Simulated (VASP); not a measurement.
AlIn3Sb2N2, 8 atoms in the cell. It takes space group P3m1 (No. 156, trigonal). The conventional cell has a = 3.335 Å, b = 3.335 Å, c = 16.740 Å, α = 90.00°, β = 90.00°, γ = 120.00°. Al (site symmetry 3m) has 3 N at 1.93 Å within 2.6 Å. Within 4.4 Å of In (site symmetry 3m) lie 6 In at 3.34 Å and 3 Sb at 3.42 Å and 3 N at 3.70 Å and 3 Al at 3.80 Å. Within 3.1 Å of In (site symmetry 3m) lie 3 N at 2.32 Å. Within 3.2 Å of In (site symmetry 3m) lie 3 N at 2.41 Å and 3 Sb at 3.03 Å. Sb (site symmetry 3m) has 6 In at 3.12 to 3.42 Å and 6 Sb at 3.34 Å within 4.1 Å. Sb (site symmetry 3m) has 3 In at 3.03 Å and 6 Sb at 3.34 Å and 3 Al at 3.64 Å and 3 N at 3.75 Å within 4.0 Å. Within 2.6 Å of N (site symmetry 3m) lie 3 Al at 1.93 Å. N (site symmetry 3m) has 6 In at 2.32 to 2.41 Å within 3.1 Å. 

| Quantity | Value |
| --- | --- |
| Program | VASP 6.6.1 |
| Task | single point |
| Functional | PBE |
| Potentials or basis | VASP PAW PBE potentials, release 64 (Al, In_d, Sb, N) |
| Cutoff | 520 eV |
| k mesh | 4 × 4 × 1 |
| Occupations | gaussian, width 0.15 eV |
| Spin | no spin polarisation |
| Dipole correction | no |
| Further INCAR settings | ALGO = Normal; EDIFF = 1e-07; NBANDS = 41 |

Potentials or basis: VASP PAW PBE potentials, release 64 (Al, In_d, Sb, N).

Launch:

```bash
$ cat potpaw_PBE.64/Al/POTCAR potpaw_PBE.64/In_d/POTCAR potpaw_PBE.64/Sb/POTCAR potpaw_PBE.64/N/POTCAR > POTCAR
$ mpirun -np 1 vasp_std > vasp.out
```

Hardware: 1 thread of Intel(R) Xeon(R) 6975P-C (Granite Rapids), on a shared host.

Question: Estimate the wall time of this run.

Answer: Wall time 33 s on 1 thread of Intel(R) Xeon(R) 6975P-C (Granite Rapids), with other jobs on the host, peak memory 0.3 GiB. Counts: scf iterations 20, k points 4.
